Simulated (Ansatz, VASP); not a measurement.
## Mo in VASP and in Ansatz

```
CELL_PARAMETERS angstrom
-1.57100 1.57100 1.57100
1.57100 -1.57100 1.57100
1.57100 1.57100 -1.57100
ATOMIC_POSITIONS crystal
Mo 0.00000 0.00000 0.00000
```

Alike in both runs: task single point; functional LDA; k mesh 22 × 22 × 22; occupations gaussian, width 0.15 eV; no spin polarisation.

```csv
,VASP,Ansatz
version,VASP 6.6.1,Ansatz 0.2.0
potentials or method,"VASP PAW LDA potentials, release 64 (Mo_sv), cutoff 520 eV","scalar-relativistic, plane waves, PAW"
valence electrons in the cell,14,14
```

```csv
,VASP,Ansatz,Ansatz less VASP
gap on the k mesh at the Fermi level (eV),none,none,-
pressure (GPa),-7.0,-8.1,-1.09
```

LDA's correlation is that of Perdew and Zunger in VASP and of Perdew and Wang (1992) in Ansatz. A gap of «none» marks a metal or a gap that the smearing closes.
